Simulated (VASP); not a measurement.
Wanted: the native input for a VASP 6.6.1 run.

| Property | Result |
| --- | --- |
| Task | relaxation of cell and atoms |
| Functional | r2SCAN |
| Potentials or basis | VASP PAW PBE potentials, release 64 (Li_sv) |
| Cutoff | 600 eV |
| k mesh | 16 × 16 × 16 |
| Occupations | gaussian, width 0.1 eV |
| Spin | no spin polarisation |
| Dipole correction | no |
| Further INCAR settings | ALGO = Normal; EDIFF = 1e-06; IBRION = 2; EDIFFG = -0.005; NSW = 100; ISIF = 3 |

The system is Li.

```xyz
1
Lattice="0.0000 2.2020 2.2020 2.2020 0.0000 2.2020 2.2020 2.2020 0.0000" Properties=species:S:1:pos:R:3 pbc="T T T"
Li    0.0000    0.0000    0.0000
```

One way to write it, as run:

POSCAR

```
Li
1.0
    0.0000000000      2.2020000000      2.2020000000
    2.2020000000      0.0000000000      2.2020000000
    2.2020000000      2.2020000000      0.0000000000
Li
1
Direct
    0.0000000000      0.0000000000      0.0000000000
```

INCAR.step1

```
PREC = Accurate ; ENCUT = 600
ISMEAR = 0 ; SIGMA = 0.1
LREAL = F ; LASPH = T
NELM = 100 ; GGA = PE
ALGO = Normal ; EDIFF = 1E-4
LWAVE = T ; LCHARG = F
```

INCAR.step2

```
PREC = Accurate ; ENCUT = 600
EDIFF = 1E-6 ; ISMEAR = 0
SIGMA = 0.1 ; LREAL = F
LASPH = T ; NELM = 100
ALGO = Normal ; ISIF = 3
LWAVE = F ; LCHARG = F
METAGGA = R2SCAN ; LMIXTAU = T
IBRION = 2 ; NSW = 100
EDIFFG = -0.005 ; ISTART = 1
```

KPOINTS

```
Automatic mesh
0
Gamma
  16 16 16
```

Potentials or basis: VASP PAW PBE potentials, release 64 (Li_sv).

Run with:

```console
$ cat potpaw_PBE.64/Li_sv/POTCAR > POTCAR
$ cp INCAR.step1 INCAR
$ mpirun -np 1 vasp_std > vasp.out
$ cp INCAR.step2 INCAR
$ mpirun -np 1 vasp_std > vasp.out
```

It gave:

* Relaxed volume: 20.77 Å³/atom
* Relaxed cell: a = 3.086 Å, b = 3.086 Å, c = 3.086 Å, α = 60.00°, β = 60.00°, γ = 60.00°
* Space group after relaxing (to 0.05 Å): Fm-3m (No. 225)
* Energy gained by relaxing: 0.1 meV/atom
* Ionic steps: 3
* Pressure after relaxing: 0.0 GPa

Caveat: the cutoff is under 1.25 times the usual one of these potentials, so pressure, stress and relaxed cells hold a basis-set (Pulay) error; the PAW data sets were made with another functional, which shifts forces and pressure a little.

Wall time 4.1 min on 1 thread of AMD EPYC 9R45 96-Core Processor (Zen 5) (shared host), peak memory 0.13 GiB.
